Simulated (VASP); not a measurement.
# GaN (F-43m) in VASP: notebook

The runs below take GaN through single point, relaxation of cell and atoms, with PBE+D3(BJ).

Program: VASP 6.6.1. These are calculated values, not measurements. Logs are shortened: lines on timing, memory, paths and dates and some standing lists are left out, and cuts for length are marked.

### Step 1. The cell of the first run

The structure is cubic, space group F-43m (No. 216). Conventional cell: a = 4.518 Å, b = 4.518 Å, c = 4.518 Å, α = 90.00°, β = 90.00°, γ = 90.00°. Within 2.6 Å of Ga (site symmetry -43m) lie 4 N at 1.96 Å. Within 2.6 Å of N (site symmetry -43m) lie 4 Ga at 1.96 Å.

### Step 2. Single point, PBE+D3(BJ)

INCAR

```
ALGO = Normal ; EDIFF = 1E-7
ENCUT = 520 ; GGA = PE
ISIF = 2 ; ISMEAR = 0
IVDW = 12 ; LASPH = T
LCHARG = F ; LREAL = F
LWAVE = F ; NBANDS = 16
NELM = 100 ; PREC = Accurate
SIGMA = 0.02
```

KPOINTS

```
k-points
0
Gamma
  10 10 10
```

POSCAR

```
GaN
1.0
    0.0000000000      2.2590114932      2.2590114932
    2.2590114932      0.0000000000      2.2590114932
    2.2590114932      2.2590114932      0.0000000000
Ga N
1 1
Direct
    0.0000000000      0.0000000000      0.0000000000
    0.7500000000      0.7500000000      0.7500000000
```

Potentials or basis: VASP PAW PBE potentials, release 64 (Ga_d, N).

On the command line:

```console
$ cat potpaw_PBE.64/Ga_d/POTCAR potpaw_PBE.64/N/POTCAR > POTCAR
$ mpirun -np 1 vasp_std > vasp.out
```

OUTCAR:

```text
EDIFF = 1E-7
   ENCUT = 520
   GGA = PE
   ISIF = 2
   ISMEAR = 0
   IVDW = 12
   LASPH = T
   LREAL = F
   NELM = 100
   PREC = Accurate
 IVDW          = 12

 ion  position               nearest neighbor table
   1  0.000  0.000  0.000-   2 1.96   2 1.96   2 1.96   2 1.96
   2  0.750  0.750  0.750-   1 1.96   1 1.96   1 1.96   1 1.96

  LATTYP: Found a face centered cubic cell.
 ALAT       =     4.5180229864

  Lattice vectors:

 A1 = (   0.0000000000,   2.2590114932,   2.2590114932)
 A2 = (   2.2590114932,   0.0000000000,   2.2590114932)
 A3 = (   2.2590114932,   2.2590114932,   0.0000000000)

Analysis of symmetry for initial positions (statically):
=====================================================================
 Subroutine PRICEL returns:
 Original cell was already a primitive cell.

 Routine SETGRP: Setting up the symmetry group for a
 face centered cubic supercell.

 Subroutine GETGRP returns: Found 24 space group operations
 (whereof 24 operations were pure point group operations)
 out of a pool of 48 trial point group operations.

The static configuration has the point symmetry T_d .

Analysis of symmetry for dynamics (positions and initial velocities):
=====================================================================
 Subroutine PRICEL returns:
 Original cell was already a primitive cell.

 Routine SETGRP: Setting up the symmetry group for a
 face centered cubic supercell.

 Subroutine GETGRP returns: Found 24 space group operations
 (whereof 24 operations were pure point group operations)
 out of a pool of 48 trial point group operations.

The dynamic configuration has the point symmetry T_d .

 Subroutine INISYM returns: Found 24 space group operations
 (whereof 24 operations are pure point group operations),
 and found     1 'primitive' translations

----------------------------------------------------------------------------------------

                                     Primitive cell

  volume of cell :      23.0561

  direct lattice vectors                    reciprocal lattice vectors
     0.000000000  2.259011493  2.259011493    -0.221335749  0.221335749  0.221335749
     2.259011493  0.000000000  2.259011493     0.221335749 -0.221335749  0.221335749
     2.259011493  2.259011493  0.000000000     0.221335749  0.221335749 -0.221335749

  length of vectors
     3.194724691  3.194724691  3.194724691     0.383364762  0.383364762  0.383364762

  position of ions in fractional coordinates (direct lattice)
     0.000000000  0.000000000  0.000000000
     0.750000000  0.750000000  0.750000000

  ion indices of the primitive-cell ions
   primitive index   ion index
                 1           1
                 2           2

----------------------------------------------------------------------------------------

 KPOINTS: k-points

Automatic generation of k-mesh.
 Grid dimensions read from file:
 generate k-points for:   10   10   10

 Generating k-lattice:

  Cartesian coordinates                     Fractional coordinates (reciprocal lattice)
    -0.022133575  0.022133575  0.022133575     0.100000000  0.000000000  0.000000000
     0.022133575 -0.022133575  0.022133575     0.000000000  0.100000000  0.000000000
     0.022133575  0.022133575 -0.022133575     0.000000000  0.000000000  0.100000000

  Length of vectors
     0.038336476  0.038336476  0.038336476

  Shift w.r.t. Gamma in fractional coordinates (k-lattice)
     0.000000000  0.000000000  0.000000000

 Subroutine IBZKPT returns following result:
 ===========================================

 Found     47 irreducible k-points:

 Following reciprocal coordinates:
            Coordinates               Weight
  0.000000  0.000000  0.000000      1.000000
  0.100000  0.000000  0.000000      8.000000
  0.200000  0.000000  0.000000      8.000000
  0.300000  0.000000  0.000000      8.000000
  0.400000  0.000000  0.000000      8.000000
  0.500000  0.000000  0.000000      4.000000
[... 16 lines left out ...]
  0.300000  0.300000  0.000000      6.000000
  0.400000  0.300000  0.000000     24.000000
 [... further k-points ...]
   k-points           NKPTS =     47   k-points in BZ     NKDIM =     47   number of bands    NBANDS=     16
   number of dos      NEDOS =    301   number of ions     NIONS =      2
   total plane-waves  NPLWV =  13824
   dimension x,y,z NGX =    24 NGY =   24 NGZ =   24
   dimension x,y,z NGXF=    48 NGYF=   48 NGZF=   48
   ions per type =               1   1
   NGX,Y,Z   is equivalent  to a cutoff of  12.49, 12.49, 12.49 a.u.
   NGXF,Y,Z  is equivalent  to a cutoff of  24.98, 24.98, 24.98 a.u.
 SYSTEM =  unknown system
   PREC   = accura    normal or accurate (medium, high low for compatibility)
   ISTART =      0    job   : 0-new  1-cont  2-samecut
   ICHARG =      2    charge: 1-file 2-atom 10-const
   ISPIN  =      1    spin polarized calculation?
   LNONCOLLINEAR =      F non collinear calculations
   LSORBIT =      F    spin-orbit coupling
   LASPH  =      T    aspherical Exc in radial PAW
   ENCUT  =  520.0 eV  38.22 Ry    6.18 a.u.   5.94  5.94  5.94*2*pi/ulx,y,z
   NELM   =    100;   NELMIN=  2; NELMDL= -5     # of ELM steps
   EDIFF  = 0.1E-06   stopping-criterion for ELM
   LREAL  =      F    real-space projection
   EDIFFG = 0.1E-05   stopping-criterion for IOM
   NSW    =      0    number of steps for IOM
   IBRION =     -1    ionic relax: 0-MD 1-quasi-New 2-CG
   NFREE  =      0    steps in history (QN), initial steepest desc. (CG)
   ISIF   =      2    stress and relaxation
   ISYM   =      2    0-nonsym 1-usesym 2-fastsym
   POTIM  = 0.5000    time-step for ionic-motion
   TEBEG  =    0.0;   TEEND  =   0.0 temperature during run
   PSTRESS=    0.0 pullay stress
   NELECT =      18.0000    total number of electrons
   NUPDOWN=      -1.0000    fix difference up-down
   EMIN   =  10.00;   EMAX   =-10.00  energy-range for DOS
   EFERMI =   0.00;   METHOD = LEGACY
   ISMEAR =     0;   SIGMA  =   0.02  broadening in eV -4-tet -1-fermi 0-gaus
   EFERMI_NEDOS =   21; number of points for ismear=-14 and -15
   IALGO  =     38    algorithm
   IMIX   =      4    mixing-type and parameters
     AMIX     =   0.40;   BMIX     =  1.00
     AMIX_MAG =   1.60;   BMIX_MAG =  1.00
  volume/ion in A,a.u.               =      11.53        77.80
  Fermi-wavevector in a.u.,A,eV,Ry     =   1.507430  2.848630 30.917144  2.272346
  Thomas-Fermi vector in A             =   2.618017
   LORBIT       =      0    0 simple, 1 ext, 2 COOP (PROOUT), +10 PAW based schemes
   GGA     = PE    functional components
   LHFCALC =     F    Hartree Fock is set to
   AEXX    =    0.0000 exact exchange contribution
   IVDW    =    12    specifies the selected vdW correction
   LEPSILON=     F    determine dielectric tensor
   LRPA    =     F    only Hartree local field effects (RPA)
 non-spin polarized calculation
 Gauss-broadening in eV      SIGMA  =   0.02
  energy-cutoff  :      520.00
  volume of cell :       23.06
 maximum number of plane-waves:       636
   NGX = 11   NGY = 11   NGZ = 11

 number of electron      17.9999998 magnetization

 Free energy of the ion-electron system (eV)
  ---------------------------------------------------
  ext. energy  EPLUGINS =         0.00000000
  ---------------------------------------------------
  free energy    TOTEN  =       -12.14787127 eV

  energy without entropy =      -12.14787127  energy(sigma->0) =      -12.14787127

 E-fermi :   5.2802     XC(G=0): -11.6277

 val. band max:        5.2017637490   @ k =   0.0000   0.0000   0.0000
 cond. band min:       6.8789274693   @ k =   0.0000   0.0000   0.0000
 fundamental gap:      1.6771637203
 Fermi energy:         5.2802267380

 k-point     1 :       0.0000    0.0000    0.0000
  band No.  band energies     occupation
      1     -10.6693      2.00000
      2      -8.2340      2.00000
      3      -8.2340      2.00000
      4      -8.2340      2.00000
      5      -7.9216      2.00000
      6      -7.9216      2.00000
[... 8 lines left out ...]
     15      24.0019      0.00000
     16      24.0019      0.00000

 k-point     2 :       0.1000    0.0000    0.0000
  band No.  band energies     occupation
      1     -10.5610      2.00000
      2      -8.2206      2.00000
      3      -8.2206      2.00000
      4      -8.1945      2.00000
      5      -7.9229      2.00000
      6      -7.9229      2.00000
[... 8 lines left out ...]
     15      22.7063      0.00000
     16      22.7084      0.00000

 k-point     3 :       0.2000    0.0000    0.0000
  band No.  band energies     occupation
      1     -10.2893      2.00000
      2      -8.1898      2.00000
      3      -8.1898      2.00000
      4      -8.0300      2.00000
      5      -7.9217      2.00000
      6      -7.9217      2.00000
[... 8 lines left out ...]
     15      21.9414      0.00000
     16      21.9414      0.00000

 k-point     4 :       0.3000    0.0000    0.0000
  band No.  band energies     occupation
      1     -10.0032      2.00000
      2      -8.1623      2.00000
      3      -8.1623      2.00000
      4      -7.9084      2.00000
      5      -7.9084      2.00000
      6      -7.6328      2.00000
[... 8 lines left out ...]
     15      22.4135      0.00000
     16      22.4135      0.00000
[... 324 lines left out ...]
 k-point    22 :      -0.2000    0.2000    0.0000
  band No.  band energies     occupation
      1      -9.9157      2.00000
      2      -8.1462      2.00000
      3      -8.1322      2.00000
      4      -7.9432      2.00000
      5      -7.9323      2.00000
      6      -7.4593      2.00000
[... 8 lines left out ...]
     15      22.5024      0.00000
     16      25.6725      0.00000

 k-point    23 :       0.3000    0.3000    0.0000
  band No.  band energies     occupation
      1      -9.8326      2.00000
      2      -8.0871      2.00000
      3      -8.0483      2.00000
      4      -8.0483      2.00000
      5      -7.8724      2.00000
      6      -7.4427      2.00000
[... 8 lines left out ...]
     15      27.1674      0.00000
     16      27.5405      0.00000

 k-point    24 :       0.4000    0.3000    0.0000
  band No.  band energies     occupation
      1      -9.7214      2.00000
      2      -8.1057      2.00000
      3      -8.0147      2.00000
      4      -8.0144      2.00000
      5      -7.8625      2.00000
      6      -6.9902      2.00000
[... 8 lines left out ...]
     15      27.3926      0.00000
     16      27.5502      0.00000

 [... further k-points ...]

------------------------ aborting loop because EDIFF is reached ----------------------------------------

 Edisp (eV)   -0.50436

 E8    (eV) :    -0.2046

  FORCE on cell =-STRESS in cart. coord.  units (eV):
  Direction    XX          YY          ZZ          XY          YZ          ZX
  --------------------------------------------------------------------------------------
  -------------------------------------------------------------------------------------
  Total       0.00618     0.00618     0.00618     0.00000    -0.00000     0.00000
  in kB       0.42921     0.42921     0.42921     0.00000    -0.00000     0.00000
  external pressure =        0.43 kB  Pullay stress =        0.00 kB

 VOLUME and BASIS-vectors are now :
 -----------------------------------------------------------------------------
  energy-cutoff  :      520.00
  volume of cell :       23.06
      direct lattice vectors                 reciprocal lattice vectors
     0.000000000  2.259011493  2.259011493    -0.221335749  0.221335749  0.221335749
     2.259011493  0.000000000  2.259011493     0.221335749 -0.221335749  0.221335749
     2.259011493  2.259011493  0.000000000     0.221335749  0.221335749 -0.221335749

 POSITION                                       TOTAL-FORCE (eV/Angst)
 -----------------------------------------------------------------------------------
      0.00000      0.00000      0.00000        -0.000000     -0.000000     -0.000000
      3.38852      3.38852      3.38852         0.000000      0.000000      0.000000
 -----------------------------------------------------------------------------------
    total drift:                               -0.000002     -0.000002     -0.000001

  FREE ENERGIE OF THE ION-ELECTRON SYSTEM (eV)
  ---------------------------------------------------
  free  energy   TOTEN  =       -12.6522322553 eV

  energy  without entropy=      -12.6522322553  energy(sigma->0) =      -12.65223226
```

Wall time 6.1 s (1 thread of Intel Xeon 6975P-C (Granite Rapids), shared host); peak memory 0.15 GiB.

What came out:

```
Free energy                : -12.6522 eV
Pressure                   : 0.0 GPa
Band gap on the k mesh     : 1.68 eV, direct
Dispersion energy per atom : -0.252 eV
```

As with any semilocal functional, this PBE gap is likely too small.

### Step 3. Relaxation of cell and atoms, PBE+D3(BJ)

This run uses another cell than the first one, of 11.44 Å³/atom, 0.993 times its volume.

INCAR

```
PREC = Accurate ; ENCUT = 600
EDIFF = 1E-6 ; ISMEAR = 0
SIGMA = 0.02 ; LREAL = F
LASPH = T ; NELM = 80
ALGO = Normal ; ISIF = 3
LWAVE = F ; LCHARG = F
GGA = PE ; IVDW = 12
IBRION = 2 ; NSW = 100
EDIFFG = -0.005
```

KPOINTS

```
regular mesh
0
Gamma
  10 10 10
```

POSCAR

```
GaN
1.0
    0.0000000000      2.2535006075      2.2535006075
    2.2535006075      0.0000000000      2.2535006075
    2.2535006075      2.2535006075      0.0000000000
Ga N
1 1
Direct
    0.0000000000      0.0000000000      0.0000000000
    0.7500000000      0.7500000000      0.7500000000
```

Potentials or basis: VASP PAW PBE potentials, release 64 (Ga_d, N).

On the command line:

```console
$ cat potpaw_PBE.64/Ga_d/POTCAR potpaw_PBE.64/N/POTCAR > POTCAR
$ mpirun -np 1 vasp_std > vasp.out
```

Wall time 24 s (1 thread of Intel Xeon 6975P-C (Granite Rapids), shared host); peak memory 0.18 GiB.

It converged, with:

| Property | Result |
| --- | --- |
| Free energy | -12.6535 eV |
| Relaxed volume | 11.53 Å³/atom |
| Relaxed cell | a = 3.195 Å, b = 3.195 Å, c = 3.195 Å, α = 60.00°, β = 60.00°, γ = 60.00° |
| Space group after relaxing (to 0.05 Å) | F-43m (No. 216) |
| Energy gained by relaxing | 0.3 meV/atom |
| Ionic steps | 5 |
| Pressure after relaxing | -0.1 GPa |
| Band gap on the k mesh | 1.68 eV, direct |
| Dispersion energy per atom | -0.252 eV |

The path:
```tsv
step	energy change (eV)	largest force (eV/Å)	pressure (GPa)	volume (Å³)
1	0.0000	0.0000	1.24	22.89
2	-0.0001	0.0000	-1.28	23.18
3	-0.0006	0.0000	0.14	23.05
4	-0.0006	0.0000	-0.15	23.06
5	-0.0006	0.0000	-0.06	23.06
```

Final structure:
```yaml
crystal:
  lattice:
    - [0.00000, 2.25900, 2.25900]
    - [2.25900, 0.00000, 2.25900]
    - [2.25900, 2.25900, 0.00000]
  atoms:
    - { symbol: Ga, position: [0.00000, 0.00000, 0.00000] }
    - { symbol: N, position: [0.75000, 0.75000, 0.75000] }
```

Levels at points of the mesh, in eV from the valence-band top:
```tsv
k point	band 6	band 7	band 8	band 9	band 10	band 11	band 12	band 13
(0.00, 0.00, 0.00)	-13.12	0.00	0.00	0.00	1.68	10.26	10.26	10.26
(0.50, 0.00, 0.00)	-11.88	-6.99	-0.96	-0.96	4.59	8.69	10.33	10.33
(0.50, 0.50, 0.00)	-11.45	-6.09	-2.68	-2.68	3.35	6.62	11.66	13.88
```

PBE gaps usually lie below the measured ones, often by a third to a half.
